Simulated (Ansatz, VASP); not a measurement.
## One calculation of Ge, two programs

```
CELL_PARAMETERS angstrom
0.00000 2.88598 2.88598
2.88598 0.00000 2.88598
2.88598 2.88598 0.00000
ATOMIC_POSITIONS crystal
Ge 0.50000 0.50000 0.50000
Ge 0.75000 0.75000 0.75000
```

Alike in both runs: task single point; functional PBE; k mesh 3 × 3 × 3; occupations fermi-dirac, width 0.05 eV; no spin polarisation.

|  | VASP | Ansatz |
| --- | --- | --- |
| version | VASP 6.6.1 | Ansatz 0.2.0 |
| potentials or method | VASP PAW PBE potentials, release 64 (Ge_d), cutoff 520 eV | plane waves (420 eV) with PAW, scalar-relativistic |
| valence electrons in the cell | 28 | 28 |

|  | VASP | Ansatz | Ansatz less VASP |
| --- | --- | --- | --- |
| pressure (GPa) | 2.4 | 2.4 | +0.04 |

The k mesh is coarse, so the values compare programs but aren't converged.
